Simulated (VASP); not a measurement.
Input of a VASP 6.6.1 run:

INCAR

```
SYSTEM = CsPbI2Br
ALGO = Normal
EDIFF = 1E-7
ENCUT = 520
GGA = CA
ISIF = 2
ISMEAR = 0
LASPH = .True.
LCHARG = .False.
LREAL = .False.
LWAVE = .False.
NBANDS = 30
NELM = 100
PREC = Accurate
SIGMA = 0.01
```

File KPOINTS:

```
k-points
0
Gamma
  4 4 4
  0 0 0
```

The input POSCAR:

```
CsPbI2Br
1.0
    6.3752960000      0.0000000000      0.0000000000
    0.0000000000      6.3752960000      0.0000000000
    0.0000000000      0.0000000000      5.9622200000
Cs Pb I Br
1 1 2 1
Direct
    0.5000000000      0.5000000000      0.5000000000
    0.0000000000      0.0000000000      0.0000000000
    0.0000000000      0.5000000000      0.0000000000
    0.5000000000      0.0000000000      0.0000000000
    0.0000000000      0.0000000000      0.5000000000
```

Potentials or basis: VASP PAW LDA potentials, release 64 (Cs_sv, Pb_d, I, Br).

Command:

```console
$ cat potpaw_LDA.64/Cs_sv/POTCAR potpaw_LDA.64/Pb_d/POTCAR potpaw_LDA.64/I/POTCAR potpaw_LDA.64/Br/POTCAR > POTCAR
$ mpirun -np 1 vasp_std > vasp.out
```

(1) Estimate the pressure.

(2) Predict the band gap on the k mesh.

Answers

(1) -1.7 GPa.

(2) 1.33 eV.

Caveat: spin-orbit coupling is left out, which moves the levels of the heavy elements.
